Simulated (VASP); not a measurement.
Runs of VASP 6.6.1 on Pt. The structure is that of space group Im-3m (No. 229), or close to it. The cells are those of the table. 

| cell | k mesh | gap on the mesh (eV) | pressure (GPa) |
| --- | --- | --- | --- |
| a = 2.739 Å, angles 70.5, 109.5, 70.5°, 1 atom | 20 × 20 × 20 | none | -0.5 |
| a = 2.758 Å, angles 70.5, 109.5, 70.5°, 1 atom | 19 × 19 × 19 | none | -4.9 |
| a = 2.740 Å, angles 70.5, 109.5, 70.5°, 1 atom | 19 × 19 × 19 | none | -0.4 |
| a = 2.722 Å, angles 70.5, 109.5, 70.5°, 1 atom | 19 × 19 × 19 | none | (a) |

Alike in all rows: task single point; level PBE; potentials or basis VASP PAW PBE potentials, release 64 (Pt); no spin polarisation; cutoff (eV) 520; smearing methfessel-paxton 0.05 eV.

Question: Fill in the values left out.

Answer: (a) 4.6.

Caveats: spin-orbit coupling is left out, which moves the levels of the heavy elements.

A k mesh can miss the band edges, and the runs leave out spin-orbit coupling on Pt.

A gap of «none» marks levels without a gap at the run's occupations.
